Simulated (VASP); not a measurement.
Input of a VASP 6.6.1 run:

File INCAR:

```
PREC = Accurate ; ENCUT = 520
EDIFF = 1E-7 ; ISMEAR = 0
SIGMA = 0.15 ; LREAL = F
LASPH = T ; NELM = 60
ALGO = Normal ; ISIF = 2
LWAVE = F ; LCHARG = F
GGA = PE ; NBANDS = 29
```

Contents of KPOINTS:

```
Automatic mesh
0
Gamma
  5 5 1
```

POSCAR

```
CaMg12
1.0
    6.4200000000      0.0000000000      0.0000000000
    3.2100000000      5.5598830000      0.0000000000
    0.0000000000      0.0000000000     18.2130400000
Mg Ca
12 1
Direct
    0.0000000000      0.0000000000      0.0549057159
    0.5000000000      0.0000000000      0.0549057159
   -0.0000000450      0.5000000899      0.0549057159
    0.4999999550      0.5000000899      0.0549057159
   -0.1694701061      0.3335455081      0.2025368637
    0.3342079028      0.3344969669      0.1981582427
   -0.1639985855      0.8355582303      0.1971929453
    0.3333033933      0.8306467960      0.2023035693
    0.0056450184      0.0059351968      0.3529897260
    0.5135195771     -0.0011142321      0.3360881544
   -0.0007881223      0.5130656526      0.3369274432
    0.5019210594      0.5023846725      0.3623267176
    0.2345350324      1.2264333620      0.4865467270
```

Potentials or basis: VASP PAW PBE potentials, release 64 (Mg, Ca_sv).

The run is started by

```bash
$ cat potpaw_PBE.64/Mg/POTCAR potpaw_PBE.64/Ca_sv/POTCAR > POTCAR
$ mpirun -np 1 vasp_std > vasp.out
```

(1) Estimate the largest force.

(2) What does it give for the band gap on the k mesh?

## Answers

(1) 0.066 eV/Å.

(2) zero (bands 17 and 18 overlap by 0.36 eV).

Caveat: there is no dipole correction, which matters where the two faces differ.
